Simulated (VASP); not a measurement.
A run of VASP 6.6.1:

The input INCAR:

```
SYSTEM = Al
PREC = Accurate
ENCUT = 520
EDIFF = 1E-6
ISMEAR = 0
SIGMA = 0.15
LREAL = .False.
LASPH = .True.
NELM = 80
ALGO = Normal
ISIF = 2
LWAVE = .False.
LCHARG = .False.
GGA = PE
NBANDS = 8
```

The input KPOINTS:

```
regular mesh
0
Gamma
  22 22 22
  0 0 0
```

File POSCAR:

```
Al
1.0
    0.0000000000      2.0517091992      1.9696408312
    2.0517091992      0.0000000000      1.9696408312
    2.0517091992      2.0517091992      0.0000000000
Al
1
Direct
    0.0000000000      0.0000000000      0.0000000000
```

Potentials or basis: VASP PAW PBE potentials, release 64 (Al).

Command:

```console
$ cat potpaw_PBE.64/Al/POTCAR > POTCAR
$ mpirun -np 1 vasp_std > vasp.out
```

Hardware: 1 thread of Intel(R) Xeon(R) 6975P-C (Granite Rapids) (shared host).

Task: How long does it take, and how much memory?

Result: It took 38 s on 1 thread of Intel(R) Xeon(R) 6975P-C (Granite Rapids), on a shared host, peak memory 0.2 GiB. Counts: scf iterations 10, k points 834.
